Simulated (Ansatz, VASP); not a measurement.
**As in VASP and in Ansatz**

```
As
1.0
     0.00000    3.00126    3.00126
     3.00126    0.00000    3.00126
     3.00126    3.00126    0.00000
As
2
Direct
  0.87500 0.87500 0.87500
  0.12500 0.12500 0.12500
```

Alike in both runs: functional PBEsol; k mesh 11 × 11 × 11; occupations fermi-dirac, width 0.08 eV; no spin polarisation.

Ansatz relaxed the structure, and its values are those at the end. VASP's run is a single point on that final structure, the one shown.

|  | VASP | Ansatz |
| --- | --- | --- |
| version | VASP 6.6.1 | Ansatz 0.2.0 |
| potentials or method | VASP PAW PBE potentials, release 64 (As) | PAW with Ansatz's default frozen-core files, scalar-relativistic |
| plane-wave cutoff (eV) | 520 | 420 |
| valence electrons in the cell | 10 | 30 |

VASP gave:

```
pressure (GPa) : 0.2
```

Question: What did Ansatz give for the same quantities?

Answer: Pressure (GPa): 0.0.

VASP's potentials were made for PBE, not for PBEsol. VASP's potentials hold 10 valence electrons a cell and Ansatz's 30, so a difference there can come from the potentials and not from the codes.
